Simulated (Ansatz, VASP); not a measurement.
## MgO in VASP and in Ansatz

```xyz
12
Lattice="2.0806 -2.0806 0.0000 2.0806 0.0000 -2.0806 8.8426 8.3225 7.8023" Properties=species:S:1:pos:R:3 pbc="T T T"
Mg    5.2015    1.0403    3.1209
Mg    3.1209    1.0403    1.0403
Mg    7.2822    3.1209    3.1209
Mg   11.4434    5.2015    5.2015
Mg    7.2822    5.2015    5.2015
Mg    3.1209   -1.0403   -1.0403
O     5.2015    1.0403    1.0403
O     1.0403    1.0403    1.0403
O     5.2015    3.1209    3.1209
O     9.3628    5.2015    5.2015
O     9.3628    3.1209    3.1209
O     9.3628    7.2822    7.2822
```

Alike in both runs: task single point; functional LDA; k mesh 9 × 9 × 2; occupations gaussian, width 0.05 eV; no spin polarisation.

```csv
,VASP,Ansatz
version,VASP 6.6.1,Ansatz 0.2.0
potentials or method,"VASP PAW LDA potentials, release 64 (Mg, O), cutoff 520 eV","scalar-relativistic, plane waves, PAW"
valence electrons in the cell,48,96
```

```csv
,VASP,Ansatz,Ansatz less VASP
gap on the k mesh at the Fermi level (eV),4.73,4.73,0.000
least direct gap on the mesh (eV),4.73,4.73,0.000
pressure (GPa),3.4,5.1,+1.65
"traceless stress, the component that is largest in VASP (GPa)",9.08,8.62,-0.465
rms of the force components (eV/Å),1.600,1.511,-0.0888
```

Ansatz warns that its potentials were made for another functional, while VASP's fit it. LDA's correlation is that of Perdew and Zunger in VASP and of Perdew and Wang (1992) in Ansatz. Atom by atom the forces differ by 0.089 eV/Å (rms over components). VASP's potentials hold 48 valence electrons a cell and Ansatz's 96, so a difference there can come from the potentials and not from the codes.
